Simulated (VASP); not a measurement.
# RbReB2 (Cmmm) in VASP: a series of runs

Runs on RbReB2. Level: PBE. Tasks: single point, relaxation of cell and atoms.

All numbers are computed with VASP 6.6.1; they aren't measurements. Logs are shortened: lines on timing, memory, paths and dates and some standing lists are left out, and cuts for length are marked.

### Step 1. The cell of the first run

The typed cell holds 4 atoms: a = 3.302 Å, b = 3.302 Å, c = 6.212 Å, α = 90.00°, β = 90.00°, γ = 90.05°.

### Step 2. Single point, PBE

Input file INCAR:

```
PREC = Accurate
ENCUT = 520
EDIFF = 1E-6
ISMEAR = 0
SIGMA = 0.1
LREAL = F
LASPH = T
NELM = 80
ALGO = Normal
ISIF = 2
LWAVE = F
LCHARG = F
GGA = PE
NBANDS = 19
```

Input file KPOINTS:

```
Automatic mesh
0
Gamma
  6 6 4
```

Input file POSCAR:

```
RbReB2
1.0
    2.3339898579     -2.3360349150      0.0000000000
    2.3339898579      2.3360349150      0.0000000000
    0.0000000000      0.0000000000      6.2119284437
Rb Re B
1 1 2
Direct
    0.5000000000      0.5000000000      0.0000000000
    0.5000000000      0.5000000000      0.5000000000
    0.0000000000      0.0000000000      0.5000000000
    0.0000000000      0.0000000000      0.0000000000
```

Potentials or basis: VASP PAW PBE potentials, release 64 (Rb_sv, Re, B).

The run is started by

```console
$ cat potpaw_PBE.64/Rb_sv/POTCAR potpaw_PBE.64/Re/POTCAR potpaw_PBE.64/B/POTCAR > POTCAR
$ mpirun -np 1 vasp_std > vasp.out
```

OUTCAR:

```text
PREC = Accurate
   ENCUT = 520
   EDIFF = 1E-6
   ISMEAR = 0
   LREAL = F
   LASPH = T
   NELM = 80
   ISIF = 2
   GGA = PE

 ion  position               nearest neighbor table
   1  0.500  0.500  0.000-   4 2.33   4 2.33   4 2.34   4 2.34   2 3.11   2 3.11   3 3.89   3 3.89
                             3 3.89   3 3.89   3 3.89   3 3.89   3 3.89   3 3.89   2 4.53   2 4.53
   2  0.500  0.500  0.500-   3 2.33   3 2.33   3 2.34   3 2.34   1 3.11   1 3.11   1 4.53   1 4.53
                             1 4.53   1 4.53   1 4.53   1 4.53   1 4.53   1 4.53
   3  0.000  0.000  0.500-   2 2.33   2 2.33   2 2.34   2 2.34   1 3.89   1 3.89   1 3.89   1 3.89
                             1 3.89   1 3.89   1 3.89   1 3.89
   4  0.000  0.000  0.000-   1 2.33   1 2.33   1 2.34   1 2.34

  LATTYP: Found a base centered orthorhombic cell.
 ALAT       =     4.6679797158
 B/A-ratio  =     1.0008762065
 C/A-ratio  =     1.3307530928

  Lattice vectors:

 A1 = (   2.3339898579,  -2.3360349150,   0.0000000000)
 A2 = (   2.3339898579,   2.3360349150,   0.0000000000)
 A3 = (   0.0000000000,   0.0000000000,   6.2119284437)

Analysis of symmetry for initial positions (statically):
=====================================================================
 Subroutine PRICEL returns:
 Original cell was already a primitive cell.

 Routine SETGRP: Setting up the symmetry group for a
 base centered orthorhombic supercell.

 Subroutine GETGRP returns: Found  8 space group operations
 (whereof  8 operations were pure point group operations)
 out of a pool of  8 trial point group operations.

The static configuration has the point symmetry D_2h.

Analysis of symmetry for dynamics (positions and initial velocities):
=====================================================================
 Subroutine PRICEL returns:
 Original cell was already a primitive cell.

 Routine SETGRP: Setting up the symmetry group for a
 base centered orthorhombic supercell.

 Subroutine GETGRP returns: Found  8 space group operations
 (whereof  8 operations were pure point group operations)
 out of a pool of  8 trial point group operations.

The dynamic configuration has the point symmetry D_2h.

 Subroutine INISYM returns: Found  8 space group operations
 (whereof  8 operations are pure point group operations),
 and found     1 'primitive' translations

[... 91 lines left out ...]
   ICHARG =      2    charge: 1-file 2-atom 10-const
   ISPIN  =      1    spin polarized calculation?
   LNONCOLLINEAR =      F non collinear calculations
   LSORBIT =      F    spin-orbit coupling
   LASPH  =      T    aspherical Exc in radial PAW
   ENCUT  =  520.0 eV  38.22 Ry    6.18 a.u.   6.14  6.14 11.55*2*pi/ulx,y,z
   NELM   =     80;   NELMIN=  2; NELMDL= -5     # of ELM steps
   EDIFF  = 0.1E-05   stopping-criterion for ELM
   LREAL  =      F    real-space projection
   EDIFFG = 0.1E-04   stopping-criterion for IOM
   NSW    =      0    number of steps for IOM
   IBRION =     -1    ionic relax: 0-MD 1-quasi-New 2-CG
   NFREE  =      0    steps in history (QN), initial steepest desc. (CG)
   ISIF   =      2    stress and relaxation
   ISYM   =      2    0-nonsym 1-usesym 2-fastsym
   POTIM  = 0.5000    time-step for ionic-motion
   TEBEG  =    0.0;   TEEND  =   0.0 temperature during run
   PSTRESS=    0.0 pullay stress
   NELECT =      22.0000    total number of electrons
   NUPDOWN=      -1.0000    fix difference up-down
   EMIN   =  10.00;   EMAX   =-10.00  energy-range for DOS
   EFERMI =   0.00;   METHOD = LEGACY
   ISMEAR =     0;   SIGMA  =   0.10  broadening in eV -4-tet -1-fermi 0-gaus
   EFERMI_NEDOS =   21; number of points for ismear=-14 and -15
   IALGO  =     38    algorithm
   IMIX   =      4    mixing-type and parameters
     AMIX     =   0.40;   BMIX     =  1.00
     AMIX_MAG =   1.60;   BMIX_MAG =  1.00
  volume/ion in A,a.u.               =      16.93       114.28
  Fermi-wavevector in a.u.,A,eV,Ry     =   1.125306  2.126521 17.229257  1.266315
  Thomas-Fermi vector in A             =   2.261983
   LORBIT       =      0    0 simple, 1 ext, 2 COOP (PROOUT), +10 PAW based schemes
   GGA     = PE    functional components
   LHFCALC =     F    Hartree Fock is set to
   AEXX    =    0.0000 exact exchange contribution
   IVDW    =     0    specifies the selected vdW correction
   LEPSILON=     F    determine dielectric tensor
   LRPA    =     F    only Hartree local field effects (RPA)
 non-spin polarized calculation
 Gauss-broadening in eV      SIGMA  =   0.10
  energy-cutoff  :      520.00
  volume of cell :       67.74
 maximum number of plane-waves:      1880
 NGX is ok and might be reduce to    28
   NGX = 13   NGY = 13   NGZ = 23

 number of electron      22.0000002 magnetization

 Free energy of the ion-electron system (eV)
  ---------------------------------------------------
  ext. energy  EPLUGINS =         0.00000000
  ---------------------------------------------------
  free energy    TOTEN  =       -16.29692813 eV

  energy without entropy =      -16.28755362  energy(sigma->0) =      -16.29224088

 E-fermi :   3.4514     XC(G=0): -10.5062

 val. band max:        3.3921722151   @ k =   0.5000   0.5000   0.2500
 cond. band min:       3.4790154343   @ k =   0.5000   0.5000   0.2500
 fundamental gap:      0.0868432192
 Fermi energy:         3.4513500923

 k-point     1 :       0.0000    0.0000    0.0000
  band No.  band energies     occupation
      1     -24.1107      2.00000
      2      -8.2233      2.00000
      3      -7.9148      2.00000
      4      -7.9061      2.00000
      5      -5.4388      2.00000
      6      -2.4557      2.00000
[... 505 lines left out ...]
      6      -2.0945      2.00000
[... 11 lines left out ...]
     18       8.9207      0.00000
     19       9.4934      0.00000

 [... further k-points ...]
[... 5 lines left out ...]
  --------------------------------------------------------------------------------------
  -------------------------------------------------------------------------------------
  Total        0.2295556      0.1478249     -0.0129411      0.0000000      0.0000000      0.0000000
  in kB        5.4295486      3.4964176     -0.3060896      0.0000000      0.0000000      0.0000000
  external PRESSURE =       2.8732922 kB  Pullay stress =       0.0000000 kB

 VOLUME and BASIS-vectors are now :
 -----------------------------------------------------------------------------
  energy-cutoff  :      520.00
  volume of cell :       67.74
      direct lattice vectors                 reciprocal lattice vectors
     2.333989858 -2.336034915  0.000000000     0.214225438 -0.214037897  0.000000000
     2.333989858  2.336034915  0.000000000     0.214225438  0.214037897  0.000000000
     0.000000000  0.000000000  6.211928444     0.000000000  0.000000000  0.160980605

 POSITION                                       TOTAL-FORCE (eV/Angst)
 -----------------------------------------------------------------------------------
      2.33399      0.00000      0.00000        -0.000000      0.000000      0.000000
      2.33399      0.00000      3.10596         0.000000      0.000000      0.000000
      0.00000      0.00000      3.10596         0.000000     -0.000000      0.000000
      0.00000      0.00000      0.00000         0.000000     -0.000000      0.000000
 -----------------------------------------------------------------------------------
    total drift:                                0.000000      0.000000     -0.000000

  FREE ENERGIE OF THE ION-ELECTRON SYSTEM (eV)
  ---------------------------------------------------
  free  energy   TOTEN  =       -16.2969281315 eV

  energy  without entropy=      -16.2875536186  energy(sigma->0) =      -16.29224088
```

Wall time 2 min (1 thread of Intel Xeon 8259CL, shared host); peak memory 0.22 GiB.

Results:

```yaml
Free_energy: -16.2969 eV
Pressure: 0.3 GPa
Band_gap_on_the_k_mesh: zero (band 11 reaches 3.90 eV, above the bottom of band 12 at 2.92 eV)
```

Stress tensor (GPa, compression positive):
```
 0.54  0.00  0.00
 0.00  0.35  0.00
 0.00  0.00 -0.03
```

Caveat: spin-orbit coupling is left out, which moves the levels of the heavy elements.

### Step 3. Single point, PBE

This run uses another cell than the first one, of 18.83 Å³/atom, 1.112 times its volume.

Input file INCAR:

```
SYSTEM = RbReB2
PREC     = Accurate       ! precision mode
ENCUT    = 520            ! plane-wave cutoff, eV
EDIFF    = 1E-6           ! SCF threshold, eV
ISMEAR   = 0              ! smearing method
SIGMA    = 0.1            ! smearing width, eV
LREAL    = .False.        ! projectors in reciprocal space
LASPH    = .True.         ! aspherical terms in the spheres
NELM     = 80             ! most SCF steps
ALGO     = Normal         ! electronic algorithm
ISIF     = 2              ! what is computed and relaxed
LWAVE    = .False.        ! write WAVECAR
LCHARG   = .False.        ! write CHGCAR
GGA      = PE             ! functional
NBANDS   = 19             ! bands
```

Input file KPOINTS:

```
Automatic mesh
0
Gamma
  6 6 4
  0 0 0
```

Input file POSCAR:

```
RbReB2
1.0
    2.5031259900     -2.5319380100      0.0000000000
    2.5031259900      2.5319380100      0.0000000000
    0.0000000000      0.0000000000      5.9412274400
Rb Re B
1 1 2
Direct
    0.5000000000      0.5000000000      0.0000000000
    0.5000000000      0.5000000000      0.5000000000
    0.0000000000      0.0000000000      0.5000000000
    0.0000000000      0.0000000000      0.0000000000
```

Potentials or basis: VASP PAW PBE potentials, release 64 (Rb_sv, Re, B).

The run is started by

```console
$ cat potpaw_PBE.64/Rb_sv/POTCAR potpaw_PBE.64/Re/POTCAR potpaw_PBE.64/B/POTCAR > POTCAR
$ mpirun -np 1 vasp_std > vasp.out
```

It took 2.1 min on 1 thread of Intel Xeon 8259CL, shared host; peak memory 0.22 GiB.

The run converged. Its results:

```yaml
Free_energy: -15.7693 eV
Pressure: -9.0 GPa
Band_gap_on_the_k_mesh: zero (band 11 reaches 3.32 eV, above the bottom of band 12 at 2.04 eV)
```

Stress tensor (GPa, compression positive):
```
-13.16   0.00   0.00
  0.00 -14.03   0.00
  0.00   0.00   0.28
```

Levels at points of the mesh, in eV from the Fermi level:
```csv
k point,band 8,band 9,band 10,band 11,band 12,band 13,band 14,band 15
"(0.00, 0.00, 0.00)",-1.62,-1.11,-0.09,-0.07,-0.05,1.50,1.50,2.69
"(0.50, 0.00, 0.00)",-2.71,-2.52,-1.20,-0.72,-0.02,0.11,0.97,1.09
"(0.50, 0.50, 0.00)",-1.28,-1.24,-1.17,-0.70,-0.67,1.08,2.16,2.54
"(0.00, 0.00, 0.50)",-0.06,-0.05,0.02,0.09,0.10,1.49,1.53,1.57
"(0.50, 0.00, 0.50)",-2.49,-1.43,-1.31,-0.10,0.26,0.45,0.50,1.06
"(0.50, 0.50, 0.50)",-1.37,-0.92,-0.90,0.61,1.03,1.08,2.13,2.49
```

Caveat: spin-orbit coupling is left out, which moves the levels of the heavy elements.

### Step 4. Relaxation of cell and atoms, PBE

This run uses another cell than the first one, of 18.83 Å³/atom, 1.112 times its volume.

Input file INCAR:

```
ALGO     = Normal         # electronic algorithm
EDIFF    = 1E-6           # SCF threshold, eV
EDIFFG   = -0.04          # ionic threshold
ENCUT    = 600            # plane-wave cutoff, eV
GGA      = PE             # functional
IBRION   = 2              # ionic algorithm
ISIF     = 3              # what is computed and relaxed
ISMEAR   = 0              # smearing method
LASPH    = True           # aspherical terms in the spheres
LCHARG   = False          # write CHGCAR
LREAL    = False          # projectors in reciprocal space
LWAVE    = False          # write WAVECAR
NELM     = 100            # most SCF steps
NSW      = 90             # ionic steps
PREC     = Accurate       # precision mode
SIGMA    = 0.1            # smearing width, eV
```

Input file KPOINTS:

```
k-points
0
Gamma
  6 6 4
```

POSCAR is that of step 3.

The run is started by

```console
$ cat potpaw_PBE.64/Rb_sv/POTCAR potpaw_PBE.64/Re/POTCAR potpaw_PBE.64/B/POTCAR > POTCAR
$ mpirun -np 1 vasp_std > vasp.out
```

Run time: 8.4 min. Hardware: 1 thread of Intel Xeon 8259CL, shared host; peak memory 0.25 GiB.

The run converged. Its results:

```yaml
Free_energy: -16.3000 eV
Relaxed_volume: 16.99 Å³/atom
Relaxed_cell: a = 3.310 Å, b = 3.310 Å, c = 6.200 Å, α = 90.00°, β = 90.00°, γ = 89.95°
Space_group_after_relaxing_to_0.05_Å: P4/mmm (No. 123)
Energy_gained_by_relaxing: 132.4 meV/atom
Ionic_steps: 8
Pressure_after_relaxing: -0.1 GPa
Band_gap_on_the_k_mesh: zero (band 11 reaches 3.89 eV, above the bottom of band 12 at 2.92 eV)
```

Stress tensor (GPa, compression positive):
```
-0.30  0.00  0.00
 0.00 -0.11  0.00
 0.00  0.00  0.09
```

Step by step:
```
step  energy change (eV)  largest force (eV/Å)  pressure (GPa)  volume (Å³)
   1              0.0000                0.0000           -8.96        75.31
   2             -0.4927                0.0000            2.90        64.26
   3             -0.5006                0.0000            1.16        65.31
   4             -0.5191                0.0000            0.85        66.17
   5             -0.5266                0.0000            0.64        67.09
   6             -0.5266                0.0000            0.62        67.19
   7             -0.5292                0.0000           -0.32        68.18
   8             -0.5294                0.0000           -0.11        67.94
```

Final structure:
```
Rb Re B
1.0
     2.34178   -2.33969    0.00000
     2.34178    2.33969    0.00000
     0.00000    0.00000    6.20037
Rb Re B
1 1 2
Direct
  0.50000 0.50000 0.00000
  0.50000 0.50000 0.50000
  0.00000 0.00000 0.50000
  0.00000 0.00000 0.00000
```

Levels at points of the mesh, in eV from the Fermi level:
| k point | band 9 | band 10 | band 11 | band 12 | band 13 | band 14 |
| --- | --- | --- | --- | --- | --- | --- |
| (0.00, 0.00, 0.00) | -1.35 | 0.12 | 0.17 | 0.17 | 1.99 | 1.99 |
| (0.50, 0.00, 0.00) | -1.78 | -1.50 | -0.83 | -0.52 | 0.44 | 0.53 |
| (0.50, 0.50, 0.00) | -1.28 | -1.28 | -0.50 | -0.46 | 1.70 | 3.34 |
| (0.00, 0.00, 0.50) | -0.49 | 0.12 | 0.27 | 0.27 | 1.39 | 1.97 |
| (0.50, 0.00, 0.50) | -1.54 | -1.43 | -0.55 | -0.40 | 0.19 | 0.51 |
| (0.50, 0.50, 0.50) | -1.18 | -1.18 | 0.45 | 0.84 | 1.70 | 2.02 |

Caveat: spin-orbit coupling is left out, which moves the levels of the heavy elements.

### Step 5. Overview

```csv
task,cell,cutoff (eV),gap on the mesh (eV),pressure (GPa)
single point,"a = 3.302, b = 3.302, c = 6.212 Å, angles 90.0, 90.0, 90.1°, 4 atoms",520,none,0.3
single point,"a = 3.560, b = 3.560, c = 5.941 Å, angles 90.0, 90.0, 90.7°, 4 atoms",520,none,-9.0
relaxation of cell and atoms,"relaxed from a = 3.560, b = 3.560, c = 5.941 Å, angles 90.0, 90.0, 90.7°, 4 atoms",600,none,-0.1
```

Alike in all rows: level PBE; potentials or basis VASP PAW PBE potentials, release 64 (Rb_sv, Re, B); no spin polarisation; k mesh 6 × 6 × 4; smearing gaussian 0.1 eV.

Caveats: spin-orbit coupling is left out, which moves the levels of the heavy elements.

Total energies depend on the potentials used, so only differences within one code and one set of settings carry meaning.
